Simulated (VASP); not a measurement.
Input of a VASP 6.6.1 run:

The input INCAR:

```
ALGO     = Normal         # electronic algorithm
DIPOL    = 0.5 0.5 0.284
EDIFF    = 1E-6           # SCF threshold, eV
ENCUT    = 400            # plane-wave cutoff, eV
GGA      = PS             # functional
GGA_COMPAT= F            
IDIPOL   = 3            
ISIF     = 2              # what is computed and relaxed
ISMEAR   = 0              # smearing method
IVDW     = 12             # dispersion correction
LASPH    = T              # aspherical terms in the spheres
LCHARG   = F              # write CHGCAR
LDIPOL   = T            
LREAL    = F              # projectors in reciprocal space
LWAVE    = F              # write WAVECAR
NBANDS   = 20             # bands
NELM     = 120            # most SCF steps
NELMDL   = -8           
PREC     = Accurate       # precision mode
SIGMA    = 0.03           # smearing width, eV
```

File KPOINTS:

```
k-points
0
Gamma
  12 12 1
```

File POSCAR:

```
Te2Mo
1.0
    3.4439765862      0.0000000000      0.0000000000
   -1.7219882931      2.9825712136      0.0000000000
    0.0000000000      0.0000000000     31.0400000020
Te Mo
2 1
Direct
    0.6666666667      0.3333333333      0.2253270924
    0.6666666667      0.3333333333      0.3423275468
    0.3333333333      0.6666666667      0.2838273196
```

Potentials or basis: VASP PAW PBE potentials, release 64 (Te, Mo_sv).

Launch:

```console
$ cat potpaw_PBE.64/Te/POTCAR potpaw_PBE.64/Mo_sv/POTCAR > POTCAR
$ mpirun -np 1 vasp_std > vasp.out
```

**Question.** What does it give for the band gap on the k mesh?

**Answer.** 1.27 eV, indirect (least direct gap 1.32 eV).

**Question.** What does it give for the largest force?

**Answer.** 0.032 eV/Å.

Forces in eV/Å, atoms in the order of the input:
```
Te   0.000  0.000 -0.032
Te   0.000  0.000  0.032
Mo   0.000  0.000  0.000
```

Caveat: the PAW data sets were made with another functional, which shifts forces and pressure a little; spin-orbit coupling is left out, which moves the levels of the heavy elements.
